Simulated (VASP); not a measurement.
# Cs (P6_3/mmc) in VASP: notebook

The runs below take Cs through single point, relaxation of cell and atoms, with LDA.

Program: VASP 6.6.1. These are calculated values, not measurements. Logs are shortened: lines on timing, memory, paths and dates and some standing lists are left out, and cuts for length are marked.

**1. The cell of the first run**

Symmetry: P6_3/mmc, No. 194, hexagonal system. Conventional cell: a = 3.790 Å, b = 3.790 Å, c = 12.074 Å, α = 90.00°, β = 90.00°, γ = 120.00°. Within 4.9 Å of Cs (site symmetry -3m) lie 12 Cs at 3.73 to 3.79 Å. Within 4.9 Å of Cs (site symmetry -6m2) lie 12 Cs at 3.73 to 3.79 Å.

This isn't the form of Cs at room conditions, which is bcc.

**2. Single point, LDA**

Input file INCAR:

```
PREC = Accurate
ENCUT = 500
EDIFF = 1E-6
ISMEAR = -1
SIGMA = 0.05
LREAL = F
LASPH = T
NELM = 120
ALGO = Normal
ISIF = 2
LWAVE = F
LCHARG = F
NBANDS = 26
GGA_COMPAT = F
```

Input file KPOINTS:

```
regular mesh
0
Gamma
  10 10 3
```

Input file POSCAR:

```
Cs
1.0
    3.7902676654      0.0000000000      0.0000000000
   -1.8951338327      3.2824680854      0.0000000000
    0.0000000000      0.0000000000     12.0738791386
Cs
4
Direct
    0.0000000000      0.0000000000      0.0000000000
    0.0000000000      0.0000000000      0.5000000000
    0.3333333333      0.6666666667      0.2500000000
    0.6666666667      0.3333333333      0.7500000000
```

Potentials or basis: VASP PAW LDA potentials, release 64 (Cs_sv).

Run with:

```
> cat potpaw_LDA.64/Cs_sv/POTCAR > POTCAR
> mpirun -np 1 vasp_std > vasp.out
```

OUTCAR:

```text
PREC = Accurate
   ENCUT = 500
   EDIFF = 1E-6
   ISMEAR = -1
   LREAL = F
   LASPH = T
   NELM = 120
   ISIF = 2

 ion  position               nearest neighbor table
   1  0.000  0.000  0.000-
   2  0.000  0.000  0.500-
   3  0.333  0.667  0.250-
   4  0.667  0.333  0.750-

  LATTYP: Found a hexagonal cell.
 ALAT       =     3.7902676654
 C/A-ratio  =     3.1854951166

  Lattice vectors:

 A1 = (   3.7902676654,   0.0000000000,   0.0000000000)
 A2 = (  -1.8951338327,   3.2824680854,   0.0000000000)
 A3 = (   0.0000000000,   0.0000000000,  12.0738791386)

Analysis of symmetry for initial positions (statically):
=====================================================================
 Subroutine PRICEL returns:
 Original cell was already a primitive cell.

 Routine SETGRP: Setting up the symmetry group for a
 hexagonal supercell.

 Subroutine GETGRP returns: Found 24 space group operations
 (whereof 12 operations were pure point group operations)
 out of a pool of 24 trial point group operations.

The static configuration has the point symmetry D_3d.
 The point group associated with its full space group is D_6h.

Analysis of symmetry for dynamics (positions and initial velocities):
=====================================================================
 Subroutine PRICEL returns:
 Original cell was already a primitive cell.

 Routine SETGRP: Setting up the symmetry group for a
 hexagonal supercell.

 Subroutine GETGRP returns: Found 24 space group operations
 (whereof 12 operations were pure point group operations)
 out of a pool of 24 trial point group operations.

The dynamic configuration has the point symmetry D_3d.
 The point group associated with its full space group is D_6h.

 Subroutine INISYM returns: Found 24 space group operations
 (whereof 12 operations are pure point group operations),
 and found     1 'primitive' translations

----------------------------------------------------------------------------------------

                                     Primitive cell

  volume of cell :     150.2164

  direct lattice vectors                    reciprocal lattice vectors
     3.790267665  0.000000000  0.000000000     0.263833610  0.152324406  0.000000000
    -1.895133833  3.282468085  0.000000000     0.000000000  0.304648811  0.000000000
     0.000000000  0.000000000 12.073879139     0.000000000  0.000000000  0.082823423

  length of vectors
     3.790267665  3.790267665 12.073879139     0.304648811  0.304648811  0.082823423

  position of ions in fractional coordinates (direct lattice)
     0.000000000  0.000000000  0.000000000
     0.000000000  0.000000000  0.500000000
     0.333333333  0.666666667  0.250000000
     0.666666667  0.333333333  0.750000000

  ion indices of the primitive-cell ions
   primitive index   ion index
                 1           1
                 2           2
                 3           3
                 4           4

----------------------------------------------------------------------------------------

 KPOINTS: regular mesh

Automatic generation of k-mesh.
 Grid dimensions read from file:
 generate k-points for:   10   10    3

 Generating k-lattice:

  Cartesian coordinates                     Fractional coordinates (reciprocal lattice)
     0.026383361  0.015232441  0.000000000     0.100000000  0.000000000  0.000000000
     0.000000000  0.030464881  0.000000000     0.000000000  0.100000000  0.000000000
     0.000000000  0.000000000  0.027607808     0.000000000  0.000000000  0.333333333

  Length of vectors
     0.030464881  0.030464881  0.027607808

  Shift w.r.t. Gamma in fractional coordinates (k-lattice)
     0.000000000  0.000000000  0.000000000

 Subroutine IBZKPT returns following result:
 ===========================================

 Found     28 irreducible k-points:

 Following reciprocal coordinates:
            Coordinates               Weight
  0.000000  0.000000  0.000000      1.000000
  0.100000  0.000000  0.000000      6.000000
  0.200000  0.000000  0.000000      6.000000
  0.300000  0.000000  0.000000      6.000000
  0.400000  0.000000  0.000000      6.000000
  0.500000  0.000000  0.000000      3.000000
[... 16 lines left out ...]
  0.300000  0.100000  0.333333     24.000000
  0.400000  0.100000  0.333333     24.000000
 [... further k-points ...]
   k-points           NKPTS =     28   k-points in BZ     NKDIM =     28   number of bands    NBANDS=     26
   number of dos      NEDOS =    301   number of ions     NIONS =      4
   total plane-waves  NPLWV =  70560
   dimension x,y,z NGX =    28 NGY =   28 NGZ =   90
   dimension x,y,z NGXF=    56 NGYF=   56 NGZF=  180
   ions per type =               4
   NGX,Y,Z   is equivalent  to a cutoff of  12.28, 12.28, 12.39 a.u.
   NGXF,Y,Z  is equivalent  to a cutoff of  24.56, 24.56, 24.78 a.u.
 SYSTEM =  unknown system
   PREC   = accura    normal or accurate (medium, high low for compatibility)
   ISTART =      0    job   : 0-new  1-cont  2-samecut
   ICHARG =      2    charge: 1-file 2-atom 10-const
   ISPIN  =      1    spin polarized calculation?
   LNONCOLLINEAR =      F non collinear calculations
   LSORBIT =      F    spin-orbit coupling
   LASPH  =      T    aspherical Exc in radial PAW
   ENCUT  =  500.0 eV  36.75 Ry    6.06 a.u.   6.91  6.91 22.01*2*pi/ulx,y,z
   NELM   =    120;   NELMIN=  2; NELMDL= -5     # of ELM steps
   EDIFF  = 0.1E-05   stopping-criterion for ELM
   LREAL  =      F    real-space projection
   EDIFFG = 0.1E-04   stopping-criterion for IOM
   NSW    =      0    number of steps for IOM
   IBRION =     -1    ionic relax: 0-MD 1-quasi-New 2-CG
   NFREE  =      0    steps in history (QN), initial steepest desc. (CG)
   ISIF   =      2    stress and relaxation
   ISYM   =      2    0-nonsym 1-usesym 2-fastsym
   POTIM  = 0.5000    time-step for ionic-motion
   TEBEG  =    0.0;   TEEND  =   0.0 temperature during run
   PSTRESS=    0.0 pullay stress
   NELECT =      36.0000    total number of electrons
   NUPDOWN=      -1.0000    fix difference up-down
   EMIN   =  10.00;   EMAX   =-10.00  energy-range for DOS
   EFERMI =   0.00;   METHOD = LEGACY
   ISMEAR =    -1;   SIGMA  =   0.05  broadening in eV -4-tet -1-fermi 0-gaus
   EFERMI_NEDOS =   21; number of points for ismear=-14 and -15
   IALGO  =     38    algorithm
   IMIX   =      4    mixing-type and parameters
     AMIX     =   0.40;   BMIX     =  1.00
     AMIX_MAG =   1.60;   BMIX_MAG =  1.00
  volume/ion in A,a.u.               =      37.55       253.43
  Fermi-wavevector in a.u.,A,eV,Ry     =   1.016881  1.921626 14.069050  1.034046
  Thomas-Fermi vector in A             =   2.150250
   LORBIT       =      0    0 simple, 1 ext, 2 COOP (PROOUT), +10 PAW based schemes
   GGA     = CA    functional components
   LHFCALC =     F    Hartree Fock is set to
   AEXX    =    0.0000 exact exchange contribution
   IVDW    =     0    specifies the selected vdW correction
   LEPSILON=     F    determine dielectric tensor
   LRPA    =     F    only Hartree local field effects (RPA)
 non-spin polarized calculation
  energy-cutoff  :      500.00
  volume of cell :      150.22
 maximum number of plane-waves:      3842
 NGX is ok and might be reduce to    28
   NGX = 13   NGY = 13   NGZ = 45

 number of electron      36.0000002 magnetization

 Free energy of the ion-electron system (eV)
  ---------------------------------------------------
  ext. energy  EPLUGINS =         0.00000000
  ---------------------------------------------------
  free energy    TOTEN  =        -1.31966784 eV

  energy without entropy =       -1.26508833  energy(sigma->0) =       -1.29237808

 E-fermi :   5.0985     XC(G=0):  -9.3039

 val. band max:        5.0812262498   @ k =   0.2000   0.0000   0.0000
 cond. band min:       5.1113637536   @ k =   0.3000   0.2000   0.0000
 fundamental gap:      0.0301375039
 Fermi energy:         5.0985426172

 k-point     1 :       0.0000    0.0000    0.0000
  band No.  band energies     occupation
      1     -19.2064      2.00000
      2     -18.9398      2.00000
      3     -18.9071      2.00000
      4     -18.6081      2.00000
      5      -7.3502      2.00000
      6      -6.0097      2.00000
[... 18 lines left out ...]
     25       7.7550      0.00000
     26       7.8135      0.00000

 k-point     2 :       0.1000    0.0000    0.0000
  band No.  band energies     occupation
      1     -19.1650      2.00000
      2     -18.9082      2.00000
      3     -18.8755      2.00000
      4     -18.5887      2.00000
      5      -7.2718      2.00000
      6      -6.0390      2.00000
[... 18 lines left out ...]
     25       7.6295      0.00000
     26       7.8831      0.00000

 k-point     3 :       0.2000    0.0000    0.0000
  band No.  band energies     occupation
      1     -19.0508      2.00000
      2     -18.8234      2.00000
      3     -18.7907      2.00000
      4     -18.5406      2.00000
      5      -7.0481      2.00000
      6      -6.2301      2.00000
[... 18 lines left out ...]
     25       7.4887      0.00000
     26       8.2303      0.00000

 k-point     4 :       0.3000    0.0000    0.0000
  band No.  band energies     occupation
      1     -18.8936      2.00000
      2     -18.7147      2.00000
      3     -18.6818      2.00000
      4     -18.4901      2.00000
      5      -6.7829      2.00000
      6      -6.6904      2.00000
[... 18 lines left out ...]
     25       7.7286      0.00000
     26       7.9730      0.00000
[... 496 lines left out ...]
      1     -18.9231      2.00000
      2     -18.8464      2.00000
      3     -18.6224      2.00000
      4     -18.5375      2.00000
      5      -6.7986      2.00000
      6      -6.6597      2.00000
[... 18 lines left out ...]
     25       7.2967      0.00000
     26       7.5467      0.00000

 k-point    23 :       0.3000    0.1000    0.3333
  band No.  band energies     occupation
      1     -18.7731      2.00000
      2     -18.7167      2.00000
      3     -18.5526      2.00000
      4     -18.4926      2.00000
      5      -6.8932      2.00000
      6      -6.7479      2.00000
[... 18 lines left out ...]
     25       7.7612      0.00000
     26       8.0260      0.00000

 k-point    24 :       0.4000    0.1000    0.3333
  band No.  band energies     occupation
      1     -18.6597      2.00000
      2     -18.6245      2.00000
      3     -18.5179      2.00000
      4     -18.4815      2.00000
      5      -7.1193      2.00000
      6      -7.0312      2.00000
[... 18 lines left out ...]
     25       7.5419      0.00000
     26       8.2789      0.00000

 [... further k-points ...]
[... 5 lines left out ...]
  --------------------------------------------------------------------------------------
  -------------------------------------------------------------------------------------
  Total        4.8061876      4.8061876      4.8442153      0.0000000      0.0000000      0.0000000
  in kB       51.2618275     51.2618275     51.6674232      0.0000000      0.0000000      0.0000000
  external PRESSURE =      51.3970261 kB  Pullay stress =       0.0000000 kB

 VOLUME and BASIS-vectors are now :
 -----------------------------------------------------------------------------
  energy-cutoff  :      500.00
  volume of cell :      150.22
      direct lattice vectors                 reciprocal lattice vectors
     3.790267665  0.000000000  0.000000000     0.263833610  0.152324406  0.000000000
    -1.895133833  3.282468085  0.000000000     0.000000000  0.304648811  0.000000000
     0.000000000  0.000000000 12.073879139     0.000000000  0.000000000  0.082823423

 POSITION                                       TOTAL-FORCE (eV/Angst)
 -----------------------------------------------------------------------------------
      0.00000      0.00000      0.00000        -0.000000      0.000000      0.000000
      0.00000      0.00000      6.03694        -0.000000      0.000000      0.000000
     -0.00000      2.18831      3.01847        -0.000000     -0.000000     -0.000000
      1.89513      1.09416      9.05541         0.000000      0.000000     -0.000000
 -----------------------------------------------------------------------------------
    total drift:                                0.000000     -0.000000      0.000000

  FREE ENERGIE OF THE ION-ELECTRON SYSTEM (eV)
  ---------------------------------------------------
  free  energy   TOTEN  =        -1.3196678354 eV

  energy  without entropy=       -1.2650883269  energy(sigma->0) =       -1.29237808
```

Run time: 44 s. Hardware: 1 thread of AMD EPYC 9R45 (Zen 5), shared host; peak memory 0.2 GiB.

What came out:

| Item | Value |
| --- | --- |
| Free energy | -1.3197 eV |
| Pressure | 5.1 GPa |
| Band gap on the k mesh | zero (bands 18 and 19 overlap by 0.89 eV) |

Caveat: the cell stands under pressure; spin-orbit coupling is left out, which moves the levels of the heavy elements.

(Part 1 of 3 ends here.)

The gap in the log of VASP goes by the Fermi energy; the results here count the filled bands.